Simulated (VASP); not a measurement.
# BeS (I4cm) in VASP: further runs

Runs on BeS. Level: PBE. Tasks: single point, relaxation of cell and atoms.

Everything below comes from runs of VASP 6.6.1. Logs are shortened: lines on timing, memory, paths and dates and some standing lists are left out, and cuts for length are marked.

## Step 1: The cell of the first run

The structure is tetragonal, space group I4cm (No. 108). The conventional cell has a = 6.749 Å, b = 6.749 Å, c = 5.678 Å, α = 90.00°, β = 90.00°, γ = 90.00°. Be (site symmetry m) has 4 S at 2.08 to 2.14 Å and 1 Be at 2.65 Å within 2.8 Å. Within 2.8 Å of S (site symmetry m) lie 4 Be at 2.08 to 2.14 Å.

The cell was generated, and may not be a known phase.

## Step 2: Single point, PBE

INCAR

```
ALGO     = Normal         # electronic algorithm
EDIFF    = 1E-6           # SCF threshold, eV
ENCUT    = 520            # plane-wave cutoff, eV
GGA      = PE             # functional
ISIF     = 2              # what is computed and relaxed
ISMEAR   = 0              # smearing method
LASPH    = True           # aspherical terms in the spheres
LCHARG   = False          # write CHGCAR
LREAL    = False          # projectors in reciprocal space
LWAVE    = False          # write WAVECAR
NBANDS   = 26             # bands
NELM     = 60             # most SCF steps
PREC     = Accurate       # precision mode
SIGMA    = 0.02           # smearing width, eV
```

KPOINTS

```
k-points
0
Gamma
  6 6 6
```

POSCAR

```
BeS
1.0
   -3.3745768249      3.3745768249      2.8387715032
    3.3745768249     -3.3745768249      2.8387715032
    3.3745768249      3.3745768249     -2.8387715032
Be S
4 4
Direct
    0.5457769370      0.0457769370      0.2223152548
    0.8234616822      0.3234616822      0.7776847452
    0.0457769370      0.8234616822      0.5000000000
    0.3234616822      0.5457769370      0.5000000000
    0.6575498978      0.4732114831      0.5000000000
    0.9732114831      0.1575498978      0.5000000000
    0.1575498978      0.6575498978      0.1843384147
    0.4732114831      0.9732114831      0.8156615853
```

Potentials or basis: VASP PAW PBE potentials, release 64 (Be, S).

The run is started by

```sh
> cat potpaw_PBE.64/Be/POTCAR potpaw_PBE.64/S/POTCAR > POTCAR
> mpirun -np 1 vasp_std > vasp.out
```

OUTCAR:

```text
EDIFF = 1E-6
   ENCUT = 520
   GGA = PE
   ISIF = 2
   ISMEAR = 0
   LASPH = True
   LREAL = False
   NELM = 60
   PREC = Accurate

 ion  position               nearest neighbor table
   1  0.546  0.046  0.222-   8 2.08   7 2.10   5 2.14   6 2.14
   2  0.823  0.323  0.778-   7 2.08   8 2.10   5 2.14   6 2.14
   3  0.046  0.823  0.500-   6 2.08   5 2.10   7 2.14   8 2.14
   4  0.323  0.546  0.500-   5 2.08   6 2.10   7 2.14   8 2.14
   5  0.658  0.473  0.500-   4 2.08   3 2.10   1 2.14   2 2.14
   6  0.973  0.158  0.500-   3 2.08   4 2.10   1 2.14   2 2.14
   7  0.158  0.658  0.184-   2 2.08   1 2.10   3 2.14   4 2.14
   8  0.473  0.973  0.816-   1 2.08   2 2.10   3 2.14   4 2.14

  LATTYP: Found a body centered tetragonal cell.
 ALAT       =     6.7491536498
 C/A-ratio  =     0.8412229594

  Lattice vectors:

 A1 = (  -3.3745768249,   3.3745768249,   2.8387715032)
 A2 = (   3.3745768249,  -3.3745768249,   2.8387715032)
 A3 = (   3.3745768249,   3.3745768249,  -2.8387715032)

Analysis of symmetry for initial positions (statically):
=====================================================================
 Subroutine PRICEL returns:
 Original cell was already a primitive cell.

 Routine SETGRP: Setting up the symmetry group for a
 body centered tetragonal supercell.

 Subroutine GETGRP returns: Found  8 space group operations
 (whereof  4 operations were pure point group operations)
 out of a pool of 16 trial point group operations.

The static configuration has the point symmetry     .
 The point group associated with its full space group is C_4v.

Analysis of symmetry for dynamics (positions and initial velocities):
=====================================================================
 Subroutine PRICEL returns:
 Original cell was already a primitive cell.

 Routine SETGRP: Setting up the symmetry group for a
 body centered tetragonal supercell.

 Subroutine GETGRP returns: Found  8 space group operations
 (whereof  4 operations were pure point group operations)
 out of a pool of 16 trial point group operations.

The dynamic configuration has the point symmetry C_4v.
 The point group associated with its full space group is C_4v.

 Subroutine INISYM returns: Found  8 space group operations
 (whereof  4 operations are pure point group operations),
 and found     1 'primitive' translations

----------------------------------------------------------------------------------------

                                     Primitive cell

[... 103 lines left out ...]
   LREAL  =      F    real-space projection
   EDIFFG = 0.1E-04   stopping-criterion for IOM
   NSW    =      0    number of steps for IOM
   IBRION =     -1    ionic relax: 0-MD 1-quasi-New 2-CG
   NFREE  =      0    steps in history (QN), initial steepest desc. (CG)
   ISIF   =      2    stress and relaxation
   ISYM   =      2    0-nonsym 1-usesym 2-fastsym
   POTIM  = 0.5000    time-step for ionic-motion
   TEBEG  =    0.0;   TEEND  =   0.0 temperature during run
   PSTRESS=    0.0 pullay stress
   NELECT =      32.0000    total number of electrons
   NUPDOWN=      -1.0000    fix difference up-down
   EMIN   =  10.00;   EMAX   =-10.00  energy-range for DOS
   EFERMI =   0.00;   METHOD = LEGACY
   ISMEAR =     0;   SIGMA  =   0.02  broadening in eV -4-tet -1-fermi 0-gaus
   EFERMI_NEDOS =   21; number of points for ismear=-14 and -15
   IALGO  =     38    algorithm
   IMIX   =      4    mixing-type and parameters
     AMIX     =   0.40;   BMIX     =  1.00
     AMIX_MAG =   1.60;   BMIX_MAG =  1.00
  volume/ion in A,a.u.               =      16.16       109.08
  Fermi-wavevector in a.u.,A,eV,Ry     =   1.027815  1.942290 14.373257  1.056405
  Thomas-Fermi vector in A             =   2.161780
   LORBIT       =      0    0 simple, 1 ext, 2 COOP (PROOUT), +10 PAW based schemes
   GGA     = PE    functional components
   LHFCALC =     F    Hartree Fock is set to
   AEXX    =    0.0000 exact exchange contribution
   IVDW    =     0    specifies the selected vdW correction
   LEPSILON=     F    determine dielectric tensor
   LRPA    =     F    only Hartree local field effects (RPA)
 non-spin polarized calculation
 Gauss-broadening in eV      SIGMA  =   0.02
  energy-cutoff  :      520.00
  volume of cell :      129.31
 maximum number of plane-waves:      3510
 NGX is ok and might be reduce to    42
   NGX = 21   NGY = 21   NGZ = 21

 number of electron      32.0000001 magnetization

 Free energy of the ion-electron system (eV)
  ---------------------------------------------------
  ext. energy  EPLUGINS =         0.00000000
  ---------------------------------------------------
  free energy    TOTEN  =       -39.29989336 eV

  energy without entropy =      -39.29989336  energy(sigma->0) =      -39.29989336

 E-fermi :   3.0475     XC(G=0):  -8.9724

 val. band max:        2.8958897355   @ k =   0.5000   0.5000   0.5000
 cond. band min:       6.9538836501   @ k =   0.5000   0.5000   0.5000
 fundamental gap:      4.0579939146
 Fermi energy:         3.0474616189

 k-point     1 :       0.0000    0.0000    0.0000
  band No.  band energies     occupation
      1     -10.5689      2.00000
      2      -8.9474      2.00000
      3      -8.2299      2.00000
      4      -8.2299      2.00000
      5      -2.1882      2.00000
      6      -1.8402      2.00000
[... 685 lines left out ...]
     25      10.0123      0.00000
     26      10.2021      0.00000

 [... further k-points ...]
[... 5 lines left out ...]
  --------------------------------------------------------------------------------------
  -------------------------------------------------------------------------------------
  Total        0.0159846      0.0159846     -0.0008476      0.0000000     -0.0000000      0.0000000
  in kB        0.1980535      0.1980535     -0.0105016      0.0000000     -0.0000000      0.0000000
  external PRESSURE =       0.1285352 kB  Pullay stress =       0.0000000 kB

 VOLUME and BASIS-vectors are now :
 -----------------------------------------------------------------------------
  energy-cutoff  :      520.00
  volume of cell :      129.31
      direct lattice vectors                 reciprocal lattice vectors
    -3.374576825  3.374576825  2.838771503     0.000000000  0.148166726  0.176132528
     3.374576825 -3.374576825  2.838771503     0.148166726  0.000000000  0.176132528
     3.374576825  3.374576825 -2.838771503     0.148166726  0.148166726  0.000000000

 POSITION                                       TOTAL-FORCE (eV/Angst)
 -----------------------------------------------------------------------------------
     -0.93707      2.43751      1.04818         0.003047      0.003047     -0.002455
      0.93707      4.31165      1.04818        -0.003047     -0.003047     -0.002455
      4.31165     -0.93707      1.04818        -0.003047      0.003047     -0.002455
      2.43751      0.93707      1.04818         0.003047     -0.003047     -0.002455
      1.06522      2.30935      1.79059         0.003823     -0.003823      0.002455
     -1.06522      4.43980      1.79059        -0.003823      0.003823      0.002455
      2.30935     -1.06522      1.79059        -0.003823     -0.003823      0.002455
      4.43980      1.06522      1.79059         0.003823      0.003823      0.002455
 -----------------------------------------------------------------------------------
    total drift:                                0.000000      0.000000      0.000040

  FREE ENERGIE OF THE ION-ELECTRON SYSTEM (eV)
  ---------------------------------------------------
  free  energy   TOTEN  =       -39.2998933590 eV

  energy  without entropy=      -39.2998933590  energy(sigma->0) =      -39.29989336
```

OSZICAR:

```text
N       E                     dE             d eps       ncg     rms          rms(c)
DAV:   1     0.135721835285E+03    0.13572E+03   -0.13166E+04  1560   0.105E+03
DAV:   2    -0.278620504251E+02   -0.16358E+03   -0.15308E+03  2102   0.192E+02
DAV:   3    -0.398180912202E+02   -0.11956E+02   -0.11860E+02  2136   0.552E+01
DAV:   4    -0.400520847932E+02   -0.23399E+00   -0.23349E+00  2056   0.909E+00
DAV:   5    -0.400584556947E+02   -0.63709E-02   -0.63647E-02  2096   0.147E+00    0.116E+01
DAV:   6    -0.394619075748E+02    0.59655E+00   -0.59456E-01  1934   0.316E+00    0.770E+00
DAV:   7    -0.392932111568E+02    0.16870E+00   -0.64824E-01  1952   0.347E+00    0.193E+00
DAV:   8    -0.392973587592E+02   -0.41476E-02   -0.46763E-02  1978   0.110E+00    0.533E-01
DAV:   9    -0.392987085067E+02   -0.13497E-02   -0.43004E-03  1968   0.328E-01    0.109E-01
DAV:  10    -0.392995674452E+02   -0.85894E-03   -0.45787E-04  1902   0.107E-01    0.585E-02
DAV:  11    -0.392998758552E+02   -0.30841E-03   -0.25194E-04  1800   0.759E-02    0.183E-02
DAV:  12    -0.392998901122E+02   -0.14257E-04   -0.13351E-05  2070   0.191E-02    0.114E-02
DAV:  13    -0.392998934057E+02   -0.32935E-05   -0.34932E-06  1822   0.996E-03    0.409E-03
DAV:  14    -0.392998933590E+02    0.46754E-07   -0.43609E-07  1524   0.355E-03
   1 F= -.39299893E+02 E0= -.39299893E+02  d E =-.594646E-29
```

Run time: 86 s. Hardware: 1 thread of Intel Xeon Platinum 8488C (Sapphire Rapids), shared host; peak memory 0.28 GiB.

Results:

- Free energy: -39.2999 eV
- Pressure: 0.0 GPa
- Largest force: 0.006 eV/Å
- Band gap on the k mesh: 4.06 eV

Forces in eV/Å, atoms in the order of the input:
```
Be   0.003  0.003 -0.002
Be  -0.003 -0.003 -0.002
Be  -0.003  0.003 -0.002
Be   0.003 -0.003 -0.002
S    0.004 -0.004  0.002
S   -0.004  0.004  0.002
S   -0.004 -0.004  0.002
S    0.004  0.004  0.002
```

A k mesh can miss the band edges.

(Part 1 of 2 ends here.)
